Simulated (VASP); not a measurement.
Runs of VASP 6.6.1 on SiNi3. The structure is that of space group Pm-3m (No. 221), or close to it. The cells are those of the table. 

```tsv
cell	k mesh	gap on the mesh (eV)	pressure (GPa)
a = 3.461 Å, 4 atoms	16 × 16 × 16	none	0.1
a = 3.461, b = 4.895 Å, angles 45.0, 90.0, 90.0°, 4 atoms	10 × 7 × 14	none	0.1
a = 3.305 Å, 4 atoms	16 × 16 × 16	none	46.0
a = 3.305, b = 3.305, c = 3.555 Å, 4 atoms	16 × 16 × 16	none	(b)
a = 3.513, b = 3.513, c = 3.430 Å, 4 atoms	16 × 16 × 16	none	-4.6
a = 3.357 Å, 4 atoms	16 × 16 × 16	none	(a)
a = 3.409 Å, 4 atoms	16 × 16 × 16	none	12.3
a = 3.565, b = 3.565, c = 3.351 Å, 4 atoms	16 × 16 × 16	none	-5.5
```

Alike in all rows: task single point; level PBEsol; potentials or basis VASP PAW PBE potentials, release 64 (Si, Ni); no spin polarisation; cutoff (eV) 520; smearing gaussian 0.1 eV.

Question: Estimate the missing entries.

Answer: (a) 27.5; (b) 19.0.

Caveats: the PAW data sets were made with another functional, which shifts forces and pressure a little.

A gap of «none» marks levels without a gap at the run's occupations.
